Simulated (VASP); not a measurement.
# Sb (I4/mmm) in VASP: single point with PBEsol

Aim: the single point of Sb with PBEsol.

All numbers are computed with VASP 6.6.1; they aren't measurements. Logs are shortened: lines on timing, memory, paths and dates and some standing lists are left out, and cuts for length are marked.

### 1 The cell of the first run

Symmetry: I4/mmm, No. 139, tetragonal system. The conventional cell has a = 3.135 Å, b = 3.135 Å, c = 5.393 Å, α = 90.00°, β = 90.00°, γ = 90.00°. Within 4.1 Å of Sb (site symmetry 4/mmm) lie 12 Sb at 3.14 to 3.49 Å.

### 2 Single point, PBEsol

File INCAR:

```
SYSTEM = Sb
PREC     = Accurate       ! precision mode
ENCUT    = 500            ! plane-wave cutoff, eV
EDIFF    = 1E-6           ! SCF threshold, eV
ISMEAR   = 0              ! smearing method
SIGMA    = 0.05           ! smearing width, eV
LREAL    = .False.        ! projectors in reciprocal space
LASPH    = .True.         ! aspherical terms in the spheres
NELM     = 120            ! most SCF steps
ALGO     = Normal         ! electronic algorithm
ISIF     = 2              ! what is computed and relaxed
LWAVE    = .False.        ! write WAVECAR
LCHARG   = .False.        ! write CHGCAR
GGA      = PS             ! functional
NBANDS   = 14             ! bands
GGA_COMPAT= .False.
```

File KPOINTS:

```
Automatic mesh
0
Gamma
  15 15 18
  0 0 0
```

File POSCAR:

```
Sb
1.0
   -1.5676561289      1.5676561289      2.6966581007
    1.5676561289     -1.5676561289      2.6966581007
    1.5676561289      1.5676561289     -2.6966581007
Sb
1
Direct
    0.0000000000      0.0000000000      0.0000000000
```

Potentials or basis: VASP PAW PBE potentials, release 64 (Sb_d_GW).

The run is started by

```bash
$ cat potpaw_PBE.64/Sb_d_GW/POTCAR > POTCAR
$ mpirun -np 1 vasp_std > vasp.out
```

OUTCAR:

```text
SYSTEM = Sb
   PREC = Accurate
   ENCUT = 500
   EDIFF = 1E-6
   ISMEAR = 0
   LREAL = .False.
   LASPH = .True.
   NELM = 120
   ISIF = 2
   GGA = PS

 ion  position               nearest neighbor table
   1  0.000  0.000  0.000-

  LATTYP: Found a body centered tetragonal cell.
 ALAT       =     3.1353122578
 C/A-ratio  =     1.7201847082

  Lattice vectors:

 A1 = (  -1.5676561289,   1.5676561289,   2.6966581007)
 A2 = (   1.5676561289,  -1.5676561289,   2.6966581007)
 A3 = (   1.5676561289,   1.5676561289,  -2.6966581007)

Analysis of symmetry for initial positions (statically):
=====================================================================
 Subroutine PRICEL returns:
 Original cell was already a primitive cell.

 Routine SETGRP: Setting up the symmetry group for a
 body centered tetragonal supercell.

 Subroutine GETGRP returns: Found 16 space group operations
 (whereof 16 operations were pure point group operations)
 out of a pool of 16 trial point group operations.

The static configuration has the point symmetry D_4h.

Analysis of symmetry for dynamics (positions and initial velocities):
=====================================================================
 Subroutine PRICEL returns:
 Original cell was already a primitive cell.

 Routine SETGRP: Setting up the symmetry group for a
 body centered tetragonal supercell.

 Subroutine GETGRP returns: Found 16 space group operations
 (whereof 16 operations were pure point group operations)
 out of a pool of 16 trial point group operations.

The dynamic configuration has the point symmetry D_4h.

 Subroutine INISYM returns: Found 16 space group operations
 (whereof 16 operations are pure point group operations),
 and found     1 'primitive' translations

----------------------------------------------------------------------------------------

                                     Primitive cell

  volume of cell :      26.5086

  direct lattice vectors                    reciprocal lattice vectors
    -1.567656129  1.567656129  2.696658101     0.000000000  0.318947498  0.185414680
     1.567656129 -1.567656129  2.696658101     0.318947498  0.000000000  0.185414680
     1.567656129  1.567656129 -2.696658101     0.318947498  0.318947498  0.000000000

  length of vectors
     3.490996475  3.490996475  3.490996475     0.368925616  0.368925616  0.451059877

  position of ions in fractional coordinates (direct lattice)
[... 102 lines left out ...]
   NSW    =      0    number of steps for IOM
   IBRION =     -1    ionic relax: 0-MD 1-quasi-New 2-CG
   NFREE  =      0    steps in history (QN), initial steepest desc. (CG)
   ISIF   =      2    stress and relaxation
   ISYM   =      2    0-nonsym 1-usesym 2-fastsym
   POTIM  = 0.5000    time-step for ionic-motion
   TEBEG  =    0.0;   TEEND  =   0.0 temperature during run
   PSTRESS=    0.0 pullay stress
   NELECT =      15.0000    total number of electrons
   NUPDOWN=      -1.0000    fix difference up-down
   EMIN   =  10.00;   EMAX   =-10.00  energy-range for DOS
   EFERMI =   0.00;   METHOD = LEGACY
   ISMEAR =     0;   SIGMA  =   0.05  broadening in eV -4-tet -1-fermi 0-gaus
   EFERMI_NEDOS =   21; number of points for ismear=-14 and -15
   IALGO  =     38    algorithm
   IMIX   =      4    mixing-type and parameters
     AMIX     =   0.40;   BMIX     =  1.00
     AMIX_MAG =   1.60;   BMIX_MAG =  1.00
  volume/ion in A,a.u.               =      26.51       178.89
  Fermi-wavevector in a.u.,A,eV,Ry     =   1.354075  2.558831 24.946546  1.833519
  Thomas-Fermi vector in A             =   2.481277
   LORBIT       =      0    0 simple, 1 ext, 2 COOP (PROOUT), +10 PAW based schemes
   GGA     = PS    functional components
   LHFCALC =     F    Hartree Fock is set to
   AEXX    =    0.0000 exact exchange contribution
   IVDW    =     0    specifies the selected vdW correction
   LEPSILON=     F    determine dielectric tensor
   LRPA    =     F    only Hartree local field effects (RPA)
 non-spin polarized calculation
 Gauss-broadening in eV      SIGMA  =   0.05
  energy-cutoff  :      500.00
  volume of cell :       26.51
 maximum number of plane-waves:       689
 NGX is ok and might be reduce to    28
   NGX = 13   NGY = 13   NGZ = 13

 number of electron      15.0000007 magnetization

 Free energy of the ion-electron system (eV)
  ---------------------------------------------------
  ext. energy  EPLUGINS =         0.00000000
  ---------------------------------------------------
  free energy    TOTEN  =        -4.32848377 eV

  energy without entropy =       -4.32761377  energy(sigma->0) =       -4.32804877

 E-fermi :   6.3859     XC(G=0): -10.8414

 val. band max:        6.3852287222   @ k =  -0.1333  -0.2667   0.1111
 cond. band min:       6.3886003475   @ k =   0.4000   0.2667   0.1667
 fundamental gap:      0.0033716253
 Fermi energy:         6.3858655974

 k-point     1 :       0.0000    0.0000    0.0000
  band No.  band energies     occupation
      1     -22.8887      2.00000
      2     -22.8416      2.00000
      3     -22.8037      2.00000
      4     -22.8037      2.00000
      5     -22.7449      2.00000
      6      -6.6997      2.00000
      7      11.1448      0.00000
      8      11.9264      0.00000
      9      11.9264      0.00000
     10      16.4353      0.00000
     11      16.9666      0.00000
     12      17.6583      0.00000
     13      17.8258      0.00000
     14      17.8291      0.00000
[... 377 lines left out ...]
      1     -22.8460      2.00000
      2     -22.8255      2.00000
      3     -22.8003      2.00000
      4     -22.7899      2.00000
      5     -22.7584      2.00000
      6      -5.2682      2.00000
      7       6.3440      1.76327
      8       8.1704      0.00000
      9       9.8612      0.00000
     10      14.8614      0.00000
     11      16.1970      0.00000
     12      18.1660      0.00000
     13      18.6938      0.00000
     14      20.6395      0.00000

 [... further k-points ...]
[... 5 lines left out ...]
  --------------------------------------------------------------------------------------
  -------------------------------------------------------------------------------------
  Total       -0.0029503     -0.0029503     -0.0599249      0.0000000     -0.0000000     -0.0000000
  in kB       -0.1783180     -0.1783180     -3.6218481      0.0000000     -0.0000000     -0.0000000
  external PRESSURE =      -1.3261614 kB  Pullay stress =       0.0000000 kB

 VOLUME and BASIS-vectors are now :
 -----------------------------------------------------------------------------
  energy-cutoff  :      500.00
  volume of cell :       26.51
      direct lattice vectors                 reciprocal lattice vectors
    -1.567656129  1.567656129  2.696658101     0.000000000  0.318947498  0.185414680
     1.567656129 -1.567656129  2.696658101     0.318947498  0.000000000  0.185414680
     1.567656129  1.567656129 -2.696658101     0.318947498  0.318947498  0.000000000

 POSITION                                       TOTAL-FORCE (eV/Angst)
 -----------------------------------------------------------------------------------
      0.00000      0.00000      0.00000         0.000000      0.000000     -0.000000
 -----------------------------------------------------------------------------------
    total drift:                               -0.000000     -0.000000     -0.000000

  FREE ENERGIE OF THE ION-ELECTRON SYSTEM (eV)
  ---------------------------------------------------
  free  energy   TOTEN  =        -4.3284837710 eV

  energy  without entropy=       -4.3276137699  energy(sigma->0) =       -4.32804877
```

stdout:

```text
POSCAR found type information on POSCAR Sb
 POSCAR found :  1 types and       1 ions
 scaLAPACK will be used
 -----------------------------------------------------------------------------
|                                                                             |
|                                                                             |
[... 21 lines left out ...]
|     Results are often still useful ...                                      |
|                                                                             |
 -----------------------------------------------------------------------------

 POSCAR, INCAR and KPOINTS ok, starting setup
 FFT: planning ... GRIDC
 FFT: planning ... GRID_SOFT
 FFT: planning ... GRID
 WAVECAR not read
 entering main loop
```

Wall time 4.2 min (1 thread of Intel Xeon Platinum 8488C (Sapphire Rapids), shared host); peak memory 0.52 GiB.

Results:

```
Free energy            : -4.3285 eV
Pressure               : -0.1 GPa
Band gap on the k mesh : zero (an odd number of electrons rules out a gap without spin polarisation)
```

Levels at points of the mesh, in eV from the Fermi level:
```
           k point  band 6  band 7  band 8  band 9  band 10  band 11
(0.00, 0.00, 0.00)  -13.09    4.76    5.54    5.54    10.05    10.58
(0.00, 0.00, 0.50)   -6.62   -4.47   -1.02    0.60     3.48     4.42
```

Caveat: the PAW data sets were made with another functional, which shifts forces and pressure a little; spin-orbit coupling is left out, which moves the levels of the heavy elements.
